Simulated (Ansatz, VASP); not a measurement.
PbSe in VASP and in Ansatz

The input INCAR:

```
SYSTEM = PbSe
ALGO = Normal ; EDIFF = 1E-7
EDIFFG = -0.02 ; ENCUT = 600
GGA = PE ; IBRION = 2
ISIF = 3 ; ISMEAR = 0
IVDW = 12 ; LASPH = .TRUE.
LCHARG = .FALSE. ; LREAL = .FALSE.
LWAVE = .FALSE. ; NELM = 60
NSW = 90 ; PREC = Accurate
SIGMA = 0.01
```

File KPOINTS:

```
k-points
0
G
  8 8 8
  0 0 0
```

POSCAR

```
PbSe
1.0
    0.0000000000      3.0606500000      3.0606500000
    3.0606500000      0.0000000000      3.0606500000
    3.0606500000      3.0606500000      0.0000000000
Pb Se
1 1
Direct
    0.0000000000      0.0000000000      0.0000000000
    0.5000000000      0.5000000000      0.5000000000
```

Input for Ansatz:

```yaml
crystal:
  lattice:
    - [0.0, 3.06065, 3.06065]
    - [3.06065, 0.0, 3.06065]
    - [3.06065, 3.06065, 0.0]
  atoms:
    - { symbol: Pb, position: [0.0, 0.0, 0.0] }
    - { symbol: Se, position: [0.5, 0.5, 0.5] }
basis:
  ecutwfc: 420
kpoints:
  mp_grid: { grid: [8, 8, 8] }
hamiltonian:
  xc: pbe
  dispersion: d3bj
scf:
  occupations: { method: gaussian, width: 0.01 }
output:
  forces: true
  stress: true
  eigenvalues: true
  write_density: true
  write_potential: true
  elf: true
  volumetric_format: npy
relax:
  adjacent_minimum: "off"
  f_tol: 0.02
  max_steps: 70
  cell: { stress_tol: 0.1 }
```

Alike in both runs: task relaxation of cell and atoms; functional PBE; dispersion D3(BJ); k mesh 8 × 8 × 8; occupations gaussian, width 0.01 eV; no spin polarisation.

|  | VASP | Ansatz |
| --- | --- | --- |
| version | VASP 6.6.1 | Ansatz 0.2.0 |
| potentials or method | VASP PAW PBE potentials, release 64 (Pb_d, Se), cutoff 600 eV | scalar-relativistic, plane waves, PAW |
| valence electrons in the cell | 20 | 30 |

```tsv
	VASP	Ansatz	Ansatz less VASP
gap on the k mesh at the Fermi level, each at its own relaxed structure (eV)	0.31	0.31	-0.006
relaxed volume (Å³/atom)	28.85	28.85	-0.008
relaxed cell length with the largest relative difference (Å)	4.338	4.337	-0.0004
```

VASP's potentials hold 20 valence electrons a cell and Ansatz's 30, so a difference there can come from the potentials and not from the codes.

Spin-orbit coupling is off throughout.
